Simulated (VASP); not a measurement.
# AlN (Fm-3m) in VASP: notebook

AlN is run at these levels: r2SCAN; tasks: single point.

All numbers are computed with VASP 6.6.1; they aren't measurements. Logs are shortened: lines on timing, memory, paths and dates and some standing lists are left out, and cuts for length are marked.

### 1 The cell of the first run

It takes space group Fm-3m (No. 225, cubic). Conventional cell: a = 3.927 Å, b = 3.927 Å, c = 3.927 Å, α = 90.00°, β = 90.00°, γ = 90.00°. Within 2.6 Å of Al (site symmetry m-3m) lie 6 N at 1.96 Å. Within 2.6 Å of N (site symmetry m-3m) lie 6 Al at 1.96 Å.

### 2 Single point, r2SCAN (volume scaled by 0.920)

The input, POSCAR:

```
AlN
1.0
    0.0000000000      1.9634361153      1.9634361153
    1.9634361153      0.0000000000      1.9634361153
    1.9634361153      1.9634361153      0.0000000000
Al N
1 1
Direct
    0.5000000000      0.5000000000      0.5000000000
    0.0000000000      0.0000000000      0.0000000000
```

The input, INCAR.step1:

```
SYSTEM = AlN
ALGO = Normal ; EDIFF = 1E-4
ENCUT = 520 ; GGA = PE
ISMEAR = 0 ; LASPH = .True.
LCHARG = .False. ; LREAL = .False.
LWAVE = .True. ; NBANDS = 11
NELM = 60 ; PREC = Accurate
SIGMA = 0.05
```

The input, INCAR.step2:

```
SYSTEM = AlN
ALGO = Normal ; EDIFF = 1E-6
ENCUT = 520 ; ISIF = 2
ISMEAR = 0 ; ISTART = 1
LASPH = .True. ; LCHARG = .False.
LMIXTAU = .True. ; LREAL = .False.
LWAVE = .False. ; METAGGA = R2SCAN
NBANDS = 11 ; NELM = 60
PREC = Accurate ; SIGMA = 0.05
```

The input, KPOINTS:

```
k-points
0
Gamma
  8 8 8
  0 0 0
```

Potentials or basis: VASP PAW PBE potentials, release 64 (Al, N).

The run is started by

```bash
cat potpaw_PBE.64/Al/POTCAR potpaw_PBE.64/N/POTCAR > POTCAR
cp INCAR.step1 INCAR
mpirun -np 1 vasp_std > vasp.out
cp INCAR.step2 INCAR
mpirun -np 1 vasp_std > vasp.out
```

OUTCAR:

```text
SYSTEM = AlN
   EDIFF = 1E-6
   ENCUT = 520
   ISIF = 2
   ISMEAR = 0
   ISTART = 1
   LASPH = .True.
   LREAL = .False.
   METAGGA = R2SCAN
   NELM = 60
   PREC = Accurate

 ion  position               nearest neighbor table
   1  0.500  0.500  0.500-   2 1.96   2 1.96   2 1.96   2 1.96   2 1.96   2 1.96
   2  0.000  0.000  0.000-   1 1.96   1 1.96   1 1.96   1 1.96   1 1.96   1 1.96

  LATTYP: Found a face centered cubic cell.
 ALAT       =     3.9268722306

  Lattice vectors:

 A1 = (   0.0000000000,   1.9634361153,   1.9634361153)
 A2 = (   1.9634361153,   0.0000000000,   1.9634361153)
 A3 = (   1.9634361153,   1.9634361153,   0.0000000000)

Analysis of symmetry for initial positions (statically):
=====================================================================
 Subroutine PRICEL returns:
 Original cell was already a primitive cell.

 Routine SETGRP: Setting up the symmetry group for a
 face centered cubic supercell.

 Subroutine GETGRP returns: Found 48 space group operations
 (whereof 48 operations were pure point group operations)
 out of a pool of 48 trial point group operations.

The static configuration has the point symmetry O_h .

Analysis of symmetry for dynamics (positions and initial velocities):
=====================================================================
 Subroutine PRICEL returns:
 Original cell was already a primitive cell.

 Routine SETGRP: Setting up the symmetry group for a
 face centered cubic supercell.

 Subroutine GETGRP returns: Found 48 space group operations
 (whereof 48 operations were pure point group operations)
 out of a pool of 48 trial point group operations.

The dynamic configuration has the point symmetry O_h .

 Subroutine INISYM returns: Found 48 space group operations
 (whereof 48 operations are pure point group operations),
 and found     1 'primitive' translations

----------------------------------------------------------------------------------------

                                     Primitive cell

  volume of cell :      15.1384

  direct lattice vectors                    reciprocal lattice vectors
     0.000000000  1.963436115  1.963436115    -0.254655599  0.254655599  0.254655599
     1.963436115  0.000000000  1.963436115     0.254655599 -0.254655599  0.254655599
     1.963436115  1.963436115  0.000000000     0.254655599  0.254655599 -0.254655599

  length of vectors
     2.776717983  2.776717983  2.776717983     0.441076436  0.441076436  0.441076436

  position of ions in fractional coordinates (direct lattice)
     0.500000000  0.500000000  0.500000000
     0.000000000  0.000000000  0.000000000

  ion indices of the primitive-cell ions
   primitive index   ion index
                 1           1
                 2           2

----------------------------------------------------------------------------------------

 KPOINTS: k-points

Automatic generation of k-mesh.
 Grid dimensions read from file:
 generate k-points for:    8    8    8

 Generating k-lattice:

  Cartesian coordinates                     Fractional coordinates (reciprocal lattice)
    -0.031831950  0.031831950  0.031831950     0.125000000  0.000000000  0.000000000
     0.031831950 -0.031831950  0.031831950     0.000000000  0.125000000  0.000000000
     0.031831950  0.031831950 -0.031831950     0.000000000  0.000000000  0.125000000

  Length of vectors
     0.055134554  0.055134554  0.055134554

  Shift w.r.t. Gamma in fractional coordinates (k-lattice)
     0.000000000  0.000000000  0.000000000

 Subroutine IBZKPT returns following result:
 ===========================================

 Found     29 irreducible k-points:

 Following reciprocal coordinates:
            Coordinates               Weight
  0.000000  0.000000  0.000000      1.000000
  0.125000  0.000000  0.000000      8.000000
  0.250000  0.000000  0.000000      8.000000
  0.375000  0.000000  0.000000      8.000000
  0.500000  0.000000  0.000000      4.000000
  0.125000  0.125000  0.000000      6.000000
[... 16 lines left out ...]
  0.500000  0.250000  0.125000     48.000000
 -0.375000  0.250000  0.125000     24.000000
 [... further k-points ...]
   k-points           NKPTS =     29   k-points in BZ     NKDIM =     29   number of bands    NBANDS=     11
   number of dos      NEDOS =    301   number of ions     NIONS =      2
   total plane-waves  NPLWV =  13824
   dimension x,y,z NGX =    24 NGY =   24 NGZ =   24
   dimension x,y,z NGXF=    48 NGYF=   48 NGZF=   48
   ions per type =               1   1
   NGX,Y,Z   is equivalent  to a cutoff of  14.37, 14.37, 14.37 a.u.
   NGXF,Y,Z  is equivalent  to a cutoff of  28.74, 28.74, 28.74 a.u.
 SYSTEM =  AlN
   PREC   = accura    normal or accurate (medium, high low for compatibility)
   ISTART =      1    job   : 0-new  1-cont  2-samecut
   ICHARG =      0    charge: 1-file 2-atom 10-const
   ISPIN  =      1    spin polarized calculation?
   LNONCOLLINEAR =      F non collinear calculations
   LSORBIT =      F    spin-orbit coupling
   LASPH  =      T    aspherical Exc in radial PAW
   ENCUT  =  520.0 eV  38.22 Ry    6.18 a.u.   5.16  5.16  5.16*2*pi/ulx,y,z
   NELM   =     60;   NELMIN=  2; NELMDL=  0     # of ELM steps
   EDIFF  = 0.1E-05   stopping-criterion for ELM
   LREAL  =      F    real-space projection
   EDIFFG = 0.1E-04   stopping-criterion for IOM
   NSW    =      0    number of steps for IOM
   IBRION =     -1    ionic relax: 0-MD 1-quasi-New 2-CG
   NFREE  =      0    steps in history (QN), initial steepest desc. (CG)
   ISIF   =      2    stress and relaxation
   ISYM   =      2    0-nonsym 1-usesym 2-fastsym
   POTIM  = 0.5000    time-step for ionic-motion
   TEBEG  =    0.0;   TEEND  =   0.0 temperature during run
   PSTRESS=    0.0 pullay stress
   NELECT =       8.0000    total number of electrons
   NUPDOWN=      -1.0000    fix difference up-down
   EMIN   =  10.00;   EMAX   =-10.00  energy-range for DOS
   EFERMI =   0.00;   METHOD = LEGACY
   ISMEAR =     0;   SIGMA  =   0.05  broadening in eV -4-tet -1-fermi 0-gaus
   EFERMI_NEDOS =   21; number of points for ismear=-14 and -15
   IALGO  =     38    algorithm
   IMIX   =      4    mixing-type and parameters
     AMIX     =   0.40;   BMIX     =  1.00
     AMIX_MAG =   1.60;   BMIX_MAG =  1.00
  volume/ion in A,a.u.               =       7.57        51.08
  Fermi-wavevector in a.u.,A,eV,Ry     =   1.323563  2.501172 23.834956  1.751820
  Thomas-Fermi vector in A             =   2.453162
   LORBIT       =      0    0 simple, 1 ext, 2 COOP (PROOUT), +10 PAW based schemes
   METAGGA = R2SCAN    functional components
   LHFCALC =     F    Hartree Fock is set to
   AEXX    =    0.0000 exact exchange contribution
   IVDW    =     0    specifies the selected vdW correction
   LEPSILON=     F    determine dielectric tensor
   LRPA    =     F    only Hartree local field effects (RPA)
 non-spin polarized calculation
 Gauss-broadening in eV      SIGMA  =   0.05
  energy-cutoff  :      520.00
  volume of cell :       15.14
 maximum number of plane-waves:       416
 NGX is ok and might be reduce to    24
   NGX = 11   NGY = 11   NGZ = 11

 number of electron       8.0000000 magnetization

 Free energy of the ion-electron system (eV)
  ---------------------------------------------------
  ext. energy  EPLUGINS =         0.00000000
  ---------------------------------------------------
  free energy    TOTEN  =       -18.79714395 eV

  energy without entropy =      -18.79714395  energy(sigma->0) =      -18.79714395

 E-fermi :  11.2401     XC(G=0): -13.3210

 val. band max:       10.9436956034   @ k =   0.0000   0.0000   0.0000
 cond. band min:      16.7657525790   @ k =   0.5000   0.5000   0.0000
 fundamental gap:      5.8220569756
 Fermi energy:        11.2401298208

 k-point     1 :       0.0000    0.0000    0.0000
  band No.  band energies     occupation
      1      -8.2935      2.00000
      2      10.9437      2.00000
      3      10.9437      2.00000
      4      10.9437      2.00000
      5      18.8369      0.00000
      6      24.1501      0.00000
      7      24.1501      0.00000
      8      24.1501      0.00000
      9      30.1882      0.00000
     10      30.2107      0.00000
     11      30.2107      0.00000

 k-point     2 :       0.1250    0.0000    0.0000
  band No.  band energies     occupation
      1      -7.9403      2.00000
      2       9.3859      2.00000
      3      10.7131      2.00000
      4      10.7131      2.00000
      5      19.6027      0.00000
      6      23.1394      0.00000
      7      24.6848      0.00000
      8      24.6848      0.00000
      9      28.7127      0.00000
     10      28.7127      0.00000
     11      31.9348      0.00000

 k-point     3 :       0.2500    0.0000    0.0000
  band No.  band energies     occupation
      1      -6.9356      2.00000
      2       6.2876      2.00000
      3      10.2141      2.00000
      4      10.2141      2.00000
      5      19.4419      0.00000
      6      23.9780      0.00000
      7      24.8029      0.00000
      8      24.8029      0.00000
      9      28.9285      0.00000
     10      28.9285      0.00000
     11      30.9807      0.00000

 k-point     4 :       0.3750    0.0000    0.0000
  band No.  band energies     occupation
      1      -5.5365      2.00000
      2       3.3171      2.00000
      3       9.7769      2.00000
      4       9.7769      2.00000
      5      18.7058      0.00000
      6      23.9664      0.00000
      7      23.9664      0.00000
      8      26.0056      0.00000
      9      29.9226      0.00000
     10      31.7979      0.00000
     11      31.7979      0.00000

 k-point     5 :       0.5000    0.0000    0.0000
  band No.  band energies     occupation
      1      -4.6862      2.00000
      2       1.9040      2.00000
      3       9.6097      2.00000
      4       9.6097      2.00000
      5      18.4395      0.00000
      6      23.6075      0.00000
      7      23.6075      0.00000
      8      26.9522      0.00000
      9      29.5349      0.00000
     10      34.0259      0.00000
     11      34.0259      0.00000
[... 211 lines left out ...]
 k-point    21 :       0.5000    0.5000    0.0000
  band No.  band energies     occupation
      1      -3.5951      2.00000
      2       2.7772      2.00000
      3       7.8096      2.00000
      4       7.8096      2.00000
      5      16.7658      0.00000
      6      17.3494      0.00000
      7      27.4775      0.00000
      8      31.1486      0.00000
      9      31.1486      0.00000
     10      36.1451      0.00000
     11      40.2853      0.00000

 k-point    22 :       0.3750    0.2500    0.1250
  band No.  band energies     occupation
      1      -6.1082      2.00000
      2       5.8665      2.00000
      3       8.0755      2.00000
      4       9.5555      2.00000
      5      20.7537      0.00000
      6      21.7057      0.00000
      7      23.0354      0.00000
      8      26.9599      0.00000
      9      27.9157      0.00000
     10      32.6818      0.00000
     11      35.4797      0.00000

 k-point    23 :       0.5000    0.2500    0.1250
  band No.  band energies     occupation
      1      -4.8537      2.00000
      2       3.9278      2.00000
      3       7.0584      2.00000
      4       8.9636      2.00000
      5      20.7706      0.00000
      6      21.8476      0.00000
      7      23.5895      0.00000
      8      26.3410      0.00000
      9      30.1070      0.00000
     10      33.5736      0.00000
     11      35.6832      0.00000

 k-point    24 :      -0.3750    0.2500    0.1250
  band No.  band energies     occupation
      1      -4.1340      2.00000
      2       2.8481      2.00000
      3       6.8098      2.00000
      4       8.6775      2.00000
      5      20.8577      0.00000
      6      21.2357      0.00000
      7      25.3427      0.00000
      8      25.7493      0.00000
      9      31.2954      0.00000
     10      32.7029      0.00000
     11      36.0469      0.00000

 [... further k-points ...]
[... 5 lines left out ...]
  --------------------------------------------------------------------------------------
  -------------------------------------------------------------------------------------
  Total        2.4811945      2.4811945      2.4811945      0.0000000      0.0000000      0.0000000
  in kB      262.5977890    262.5977890    262.5977890      0.0000000      0.0000000      0.0000000
  external PRESSURE =     262.5977890 kB  Pullay stress =       0.0000000 kB

 VOLUME and BASIS-vectors are now :
 -----------------------------------------------------------------------------
  energy-cutoff  :      520.00
  volume of cell :       15.14
      direct lattice vectors                 reciprocal lattice vectors
     0.000000000  1.963436115  1.963436115    -0.254655599  0.254655599  0.254655599
     1.963436115  0.000000000  1.963436115     0.254655599 -0.254655599  0.254655599
     1.963436115  1.963436115  0.000000000     0.254655599  0.254655599 -0.254655599

 POSITION                                       TOTAL-FORCE (eV/Angst)
 -----------------------------------------------------------------------------------
      1.96344      1.96344      1.96344        -0.000000     -0.000000      0.000000
      0.00000      0.00000      0.00000         0.000000      0.000000     -0.000000
 -----------------------------------------------------------------------------------
    total drift:                                0.000000     -0.000000     -0.000000

  FREE ENERGIE OF THE ION-ELECTRON SYSTEM (eV)
  ---------------------------------------------------
  free  energy   TOTEN  =       -18.7971439522 eV

  energy  without entropy=      -18.7971439522  energy(sigma->0) =      -18.79714395
```

Wall time 20 s (1 thread of Intel Xeon 8259CL, shared host); peak memory 0.14 GiB.

What came out:

| Item | Value |
| --- | --- |
| Free energy | -18.7971 eV |
| Pressure | 26.3 GPa |
| Band gap on the k mesh | 5.82 eV, indirect (least direct gap 7.89 eV) |

Caveat: the PAW data sets were made with another functional, which shifts forces and pressure a little.

(Continued in part 2 of 2.)
